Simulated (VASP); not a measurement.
A run of VASP 6.6.1 is set up as follows.

Contents of INCAR:

```
ALGO     = Normal         # electronic algorithm
EDIFF    = 1E-6           # SCF threshold, eV
ENCUT    = 500            # plane-wave cutoff, eV
GGA      = PS             # functional
GGA_COMPAT= False        
ISIF     = 2              # what is computed and relaxed
ISMEAR   = -1             # smearing method
LASPH    = True           # aspherical terms in the spheres
LCHARG   = False          # write CHGCAR
LREAL    = False          # projectors in reciprocal space
LWAVE    = False          # write WAVECAR
NBANDS   = 12             # bands
NELM     = 120            # most SCF steps
PREC     = Accurate       # precision mode
SIGMA    = 0.1            # smearing width, eV
```

File KPOINTS:

```
k-points
0
Gamma
  8 8 8
```

File POSCAR:

```
Sc
1.0
    0.0000000000      1.9709263847      1.9709263847
    1.9709263847      0.0000000000      1.9709263847
    1.9709263847      1.9709263847      0.0000000000
Sc
1
Direct
    0.0000000000      0.0000000000      0.0000000000
```

Potentials or basis: VASP PAW PBE potentials, release 64 (Sc_sv).

The run is started by

```sh
$ cat potpaw_PBE.64/Sc_sv/POTCAR > POTCAR
$ mpirun -np 1 vasp_std > vasp.out
```

Question: Predict the band gap on the k mesh.

Answer: Zero (an odd number of electrons rules out a gap without spin polarisation).

Question: Predict the pressure.

Answer: 45.3 GPa.

Caveat: the cell stands under pressure; the PAW data sets were made with another functional, which shifts forces and pressure a little.
